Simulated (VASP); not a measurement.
# SiC (Imm2) in VASP: single point with PBE

Aim: the single point of SiC with PBE.

Program: VASP 6.6.1. These are calculated values, not measurements. Logs are shortened: lines on timing, memory, paths and dates and some standing lists are left out, and cuts for length are marked.

## 1. The cell of the first run

It takes space group Imm2 (No. 44, orthorhombic). Conventional cell: a = 3.082 Å, b = 3.082 Å, c = 4.358 Å, α = 90.00°, β = 90.00°, γ = 90.00°. Within 2.5 Å of Si (site symmetry mm2) lie 4 C at 1.85 to 1.92 Å. C (site symmetry mm2) has 4 Si at 1.85 to 1.92 Å within 2.5 Å.

## 2. Single point, PBE

Input file INCAR:

```
SYSTEM = SiC
PREC = Accurate
ENCUT = 600
EDIFF = 1E-6
ISMEAR = 0
SIGMA = 0.01
LREAL = .False.
LASPH = .True.
NELM = 120
ALGO = Normal
ISIF = 2
LWAVE = .False.
LCHARG = .False.
GGA = PE
NBANDS = 11
GGA_COMPAT = .False.
```

Input file KPOINTS:

```
Automatic mesh
0
Gamma
  4 4 4
  0 0 0
```

Input file POSCAR:

```
SiC
1.0
    0.0000000000      2.1790000000      2.1790000000
    2.1790000000      0.0000000000      2.1790000000
    2.1790000000      2.1790000000      0.0000000000
Si C
1 1
Direct
   -0.0137677834      0.0137677834      0.0137677834
    0.2500000000      0.2500000000      0.2500000000
```

Potentials or basis: VASP PAW PBE potentials, release 64 (Si, C).

Started as:

```sh
> cat potpaw_PBE.64/Si/POTCAR potpaw_PBE.64/C/POTCAR > POTCAR
> mpirun -np 1 vasp_std > vasp.out
```

OUTCAR:

```text
SYSTEM = SiC
   PREC = Accurate
   ENCUT = 600
   EDIFF = 1E-6
   ISMEAR = 0
   LREAL = .False.
   LASPH = .True.
   NELM = 120
   ISIF = 2
   GGA = PE

 ion  position               nearest neighbor table
   1  0.986  0.014  0.014-   2 1.85   2 1.85   2 1.92   2 1.92
   2  0.250  0.250  0.250-   1 1.85   1 1.85   1 1.92   1 1.92

  LATTYP: Found a face centered cubic cell.
 ALAT       =     4.3580000000

  Lattice vectors:

 A1 = (   0.0000000000,   2.1790000000,   2.1790000000)
 A2 = (   2.1790000000,   0.0000000000,   2.1790000000)
 A3 = (   2.1790000000,   2.1790000000,   0.0000000000)

Analysis of symmetry for initial positions (statically):
=====================================================================
 Subroutine PRICEL returns:
 Original cell was already a primitive cell.

 Routine SETGRP: Setting up the symmetry group for a
 face centered cubic supercell.

 Subroutine GETGRP returns: Found  4 space group operations
 (whereof  4 operations were pure point group operations)
 out of a pool of 48 trial point group operations.

The static configuration has the point symmetry C_2v.

Analysis of symmetry for dynamics (positions and initial velocities):
=====================================================================
 Subroutine PRICEL returns:
 Original cell was already a primitive cell.

 Routine SETGRP: Setting up the symmetry group for a
 face centered cubic supercell.

 Subroutine GETGRP returns: Found  4 space group operations
 (whereof  4 operations were pure point group operations)
 out of a pool of 48 trial point group operations.

The dynamic configuration has the point symmetry C_2v.

 Subroutine INISYM returns: Found  4 space group operations
 (whereof  4 operations are pure point group operations),
 and found     1 'primitive' translations

----------------------------------------------------------------------------------------

                                     Primitive cell

  volume of cell :      20.6920

  direct lattice vectors                    reciprocal lattice vectors
     0.000000000  2.179000000  2.179000000    -0.229463056  0.229463056  0.229463056
     2.179000000  0.000000000  2.179000000     0.229463056 -0.229463056  0.229463056
     2.179000000  2.179000000  0.000000000     0.229463056  0.229463056 -0.229463056

  length of vectors
     3.081571352  3.081571352  3.081571352     0.397441672  0.397441672  0.397441672

  position of ions in fractional coordinates (direct lattice)
     0.986232217  0.013767783  0.013767783
     0.250000000  0.250000000  0.250000000

  ion indices of the primitive-cell ions
   primitive index   ion index
                 1           1
                 2           2

----------------------------------------------------------------------------------------

 KPOINTS: Automatic mesh

Automatic generation of k-mesh.
 Grid dimensions read from file:
 generate k-points for:    4    4    4

 Generating k-lattice:

  Cartesian coordinates                     Fractional coordinates (reciprocal lattice)
    -0.057365764  0.057365764  0.057365764     0.250000000  0.000000000  0.000000000
     0.057365764 -0.057365764  0.057365764     0.000000000  0.250000000  0.000000000
     0.057365764  0.057365764 -0.057365764     0.000000000  0.000000000  0.250000000

  Length of vectors
     0.099360418  0.099360418  0.099360418

  Shift w.r.t. Gamma in fractional coordinates (k-lattice)
     0.000000000  0.000000000  0.000000000

 Subroutine IBZKPT returns following result:
 ===========================================

 Found     18 irreducible k-points:

 Following reciprocal coordinates:
            Coordinates               Weight
  0.000000  0.000000  0.000000      1.000000
  0.250000  0.000000  0.000000      4.000000
  0.000000  0.250000  0.000000      4.000000
  0.500000  0.000000  0.000000      2.000000
  0.000000  0.500000  0.000000      2.000000
  0.250000  0.250000  0.000000      4.000000
[... 10 lines left out ...]
 -0.250000  0.500000  0.250000      4.000000
  0.500000  0.250000 -0.250000      2.000000
   k-points           NKPTS =     18   k-points in BZ     NKDIM =     18   number of bands    NBANDS=     11
   number of dos      NEDOS =    301   number of ions     NIONS =      2
   total plane-waves  NPLWV =  21952
   dimension x,y,z NGX =    28 NGY =   28 NGZ =   28
   dimension x,y,z NGXF=    56 NGYF=   56 NGZF=   56
   ions per type =               1   1
   NGX,Y,Z   is equivalent  to a cutoff of  15.11, 15.11, 15.11 a.u.
   NGXF,Y,Z  is equivalent  to a cutoff of  30.21, 30.21, 30.21 a.u.
 SYSTEM =  SiC
   PREC   = accura    normal or accurate (medium, high low for compatibility)
   ISTART =      0    job   : 0-new  1-cont  2-samecut
   ICHARG =      2    charge: 1-file 2-atom 10-const
   ISPIN  =      1    spin polarized calculation?
   LNONCOLLINEAR =      F non collinear calculations
   LSORBIT =      F    spin-orbit coupling
   LASPH  =      T    aspherical Exc in radial PAW
   ENCUT  =  600.0 eV  44.10 Ry    6.64 a.u.   6.15  6.15  6.15*2*pi/ulx,y,z
   NELM   =    120;   NELMIN=  2; NELMDL= -5     # of ELM steps
   EDIFF  = 0.1E-05   stopping-criterion for ELM
   LREAL  =      F    real-space projection
   EDIFFG = 0.1E-04   stopping-criterion for IOM
   NSW    =      0    number of steps for IOM
   IBRION =     -1    ionic relax: 0-MD 1-quasi-New 2-CG
   NFREE  =      0    steps in history (QN), initial steepest desc. (CG)
   ISIF   =      2    stress and relaxation
   ISYM   =      2    0-nonsym 1-usesym 2-fastsym
   POTIM  = 0.5000    time-step for ionic-motion
   TEBEG  =    0.0;   TEEND  =   0.0 temperature during run
   PSTRESS=    0.0 pullay stress
   NELECT =       8.0000    total number of electrons
   NUPDOWN=      -1.0000    fix difference up-down
   EMIN   =  10.00;   EMAX   =-10.00  energy-range for DOS
   EFERMI =   0.00;   METHOD = LEGACY
   ISMEAR =     0;   SIGMA  =   0.01  broadening in eV -4-tet -1-fermi 0-gaus
   EFERMI_NEDOS =   21; number of points for ismear=-14 and -15
   IALGO  =     38    algorithm
   IMIX   =      4    mixing-type and parameters
     AMIX     =   0.40;   BMIX     =  1.00
     AMIX_MAG =   1.60;   BMIX_MAG =  1.00
  volume/ion in A,a.u.               =      10.35        69.82
  Fermi-wavevector in a.u.,A,eV,Ry     =   1.192626  2.253736 19.352338  1.422357
  Thomas-Fermi vector in A             =   2.328660
   LORBIT       =      0    0 simple, 1 ext, 2 COOP (PROOUT), +10 PAW based schemes
   GGA     = PE    functional components
   LHFCALC =     F    Hartree Fock is set to
   AEXX    =    0.0000 exact exchange contribution
   IVDW    =     0    specifies the selected vdW correction
   LEPSILON=     F    determine dielectric tensor
   LRPA    =     F    only Hartree local field effects (RPA)
 non-spin polarized calculation
 Gauss-broadening in eV      SIGMA  =   0.01
  energy-cutoff  :      600.00
  volume of cell :       20.69
 maximum number of plane-waves:       701
 NGX is ok and might be reduce to    28
   NGX = 13   NGY = 13   NGZ = 13

 number of electron       8.0000000 magnetization

 Free energy of the ion-electron system (eV)
  ---------------------------------------------------
  ext. energy  EPLUGINS =         0.00000000
  ---------------------------------------------------
  free energy    TOTEN  =       -14.89863448 eV

  energy without entropy =      -14.89863448  energy(sigma->0) =      -14.89863448

 E-fermi :   8.4810     XC(G=0): -11.3407

 val. band max:        8.4372717097   @ k =   0.0000   0.0000   0.0000
 cond. band min:       9.4639221078   @ k =   0.5000   0.5000   0.0000
 fundamental gap:      1.0266503981
 Fermi energy:         8.4810050520

 k-point     1 :       0.0000    0.0000    0.0000
  band No.  band energies     occupation
      1      -7.2675      2.00000
      2       7.8680      2.00000
      3       8.1716      2.00000
      4       8.4373      2.00000
      5      14.3705      0.00000
      6      15.3135      0.00000
      7      15.4183      0.00000
      8      15.5546      0.00000
      9      22.6139      0.00000
     10      22.6155      0.00000
     11      24.5850      0.00000

 k-point     2 :       0.2500    0.0000    0.0000
  band No.  band energies     occupation
      1      -6.0651      2.00000
      2       3.7467      2.00000
      3       7.4499      2.00000
      4       7.8006      2.00000
      5      14.1085      0.00000
      6      15.8852      0.00000
      7      16.2771      0.00000
      8      17.4568      0.00000
      9      21.0561      0.00000
     10      21.1909      0.00000
     11      23.3294      0.00000

 k-point     3 :       0.0000    0.2500    0.0000
  band No.  band energies     occupation
      1      -6.0758      2.00000
      2       3.9499      2.00000
      3       7.2882      2.00000
      4       7.6772      2.00000
      5      14.1056      0.00000
      6      15.7889      0.00000
      7      16.1741      0.00000
      8      17.5154      0.00000
      9      21.2697      0.00000
     10      21.4563      0.00000
     11      23.1694      0.00000

 k-point     4 :       0.5000    0.0000    0.0000
  band No.  band energies     occupation
      1      -3.6406      2.00000
      2      -0.5259      2.00000
      3       6.9867      2.00000
      4       7.3424      2.00000
      5      13.5495      0.00000
      6      15.1715      0.00000
      7      15.6266      0.00000
      8      18.1806      0.00000
      9      24.2598      0.00000
     10      25.1444      0.00000
     11      25.5547      0.00000

 k-point     5 :       0.0000    0.5000    0.0000
  band No.  band energies     occupation
      1      -3.7420      2.00000
      2      -0.2847      2.00000
      3       6.8535      2.00000
      4       7.2429      2.00000
      5      13.5565      0.00000
      6      15.0654      0.00000
      7      15.5062      0.00000
      8      18.1945      0.00000
      9      24.3407      0.00000
     10      25.1821      0.00000
     11      25.5861      0.00000
[... 127 lines left out ...]
 k-point    15 :       0.5000    0.5000    0.0000
  band No.  band energies     occupation
      1      -2.2353      2.00000
      2       0.3285      2.00000
      3       4.9691      2.00000
      4       4.9730      2.00000
      5       9.4639      0.00000
      6      12.4215      0.00000
      7      22.1709      0.00000
      8      22.1977      0.00000
      9      22.9298      0.00000
     10      28.1994      0.00000
     11      30.2067      0.00000

 k-point    16 :       0.0000    0.5000    0.5000
  band No.  band energies     occupation
      1      -2.2411      2.00000
      2       0.3501      2.00000
      3       4.8044      2.00000
      4       5.1023      2.00000
      5       9.4682      0.00000
      6      12.4480      0.00000
      7      22.1664      0.00000
      8      22.1792      0.00000
      9      22.9207      0.00000
     10      28.1984      0.00000
     11      29.9751      0.00000

 k-point    17 :      -0.2500    0.5000    0.2500
  band No.  band energies     occupation
      1      -2.0053      2.00000
      2       1.1173      2.00000
      3       3.1100      2.00000
      4       3.4902      2.00000
      5      13.3273      0.00000
      6      17.5190      0.00000
      7      17.6235      0.00000
      8      17.9124      0.00000
      9      22.3880      0.00000
     10      25.5782      0.00000
     11      29.2155      0.00000

 k-point    18 :       0.5000    0.2500   -0.2500
  band No.  band energies     occupation
      1      -2.0024      2.00000
      2       1.0965      2.00000
      3       3.1669      2.00000
      4       3.4555      2.00000
      5      13.3393      0.00000
      6      17.3945      0.00000
      7      17.5733      0.00000
      8      18.0739      0.00000
      9      22.3731      0.00000
     10      25.5956      0.00000
     11      29.1908      0.00000

------------------------ aborting loop because EDIFF is reached ----------------------------------------

  FORCE on cell =-STRESS in cart. coord.  units (eV):
  Direction    XX          YY          ZZ          XY          YZ          ZX
  --------------------------------------------------------------------------------------
  -------------------------------------------------------------------------------------
  Total        0.4488156      0.5307229      0.5307229      0.0000000      0.4667883      0.0000000
  in kB       34.7517600     41.0938433     41.0938433      0.0000000     36.1433908      0.0000000
  external PRESSURE =      38.9798156 kB  Pullay stress =       0.0000000 kB

 VOLUME and BASIS-vectors are now :
 -----------------------------------------------------------------------------
  energy-cutoff  :      600.00
  volume of cell :       20.69
      direct lattice vectors                 reciprocal lattice vectors
     0.000000000  2.179000000  2.179000000    -0.229463056  0.229463056  0.229463056
     2.179000000  0.000000000  2.179000000     0.229463056 -0.229463056  0.229463056
     2.179000000  2.179000000  0.000000000     0.229463056  0.229463056 -0.229463056

 POSITION                                       TOTAL-FORCE (eV/Angst)
 -----------------------------------------------------------------------------------
      0.06000      2.17900      2.17900        -1.154616      0.000000      0.000000
      1.08950      1.08950      1.08950         1.154616      0.000000      0.000000
 -----------------------------------------------------------------------------------
    total drift:                                0.000051      0.000000      0.000000

  FREE ENERGIE OF THE ION-ELECTRON SYSTEM (eV)
  ---------------------------------------------------
  free  energy   TOTEN  =       -14.8986344778 eV

  energy  without entropy=      -14.8986344778  energy(sigma->0) =      -14.89863448
```

Run time: 4.7 s. Hardware: 1 thread of Intel Xeon 6975P-C, shared host; peak memory 0.15 GiB.

Results:

| Quantity | Value |
| --- | --- |
| Free energy | -14.8986 eV |
| Pressure | 3.9 GPa |
| Largest force | 1.155 eV/Å |
| Band gap on the k mesh | 1.03 eV, indirect (least direct gap 4.37 eV) |

Forces on the atoms (eV/Å):
```
Si  -1.155  0.000  0.000
C    1.155  0.000  0.000
```

Caveat: the k points lie up to 0.62 Å⁻¹ apart; forces of over 1 eV/Å act on the atoms, so gaps and moduli don't describe the material at rest.
